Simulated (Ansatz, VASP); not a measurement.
# Cr in VASP and in Ansatz

```
CELL_PARAMETERS angstrom
-1.41453 1.41453 1.41453
1.41453 -1.41453 1.41453
1.41453 1.41453 -1.41453
ATOMIC_POSITIONS crystal
Cr 0.00000 0.00000 0.00000
```

Alike in both runs: task single point; functional r2SCAN; k mesh 20 × 20 × 20; occupations gaussian, width 0.05 eV; no spin polarisation.

```csv
,VASP,Ansatz
version,VASP 6.6.1,Ansatz 0.2.0
potentials or method,"VASP PAW PBE potentials, release 64 (Cr_pv), cutoff 520 eV","scalar-relativistic, plane waves, PAW"
valence electrons in the cell,12,14
```

|  | VASP | Ansatz | Ansatz less VASP |
| --- | --- | --- | --- |
| gap on the k mesh at the Fermi level (eV) | none | none | - |
| pressure (GPa) | 0.7 | 0.0 | -0.66 |

VASP's potentials were made for PBE, not for r2SCAN. A gap of «none» marks a metal or a gap that the smearing closes. VASP's potentials hold 12 valence electrons a cell and Ansatz's 14, so a difference there can come from the potentials and not from the codes.
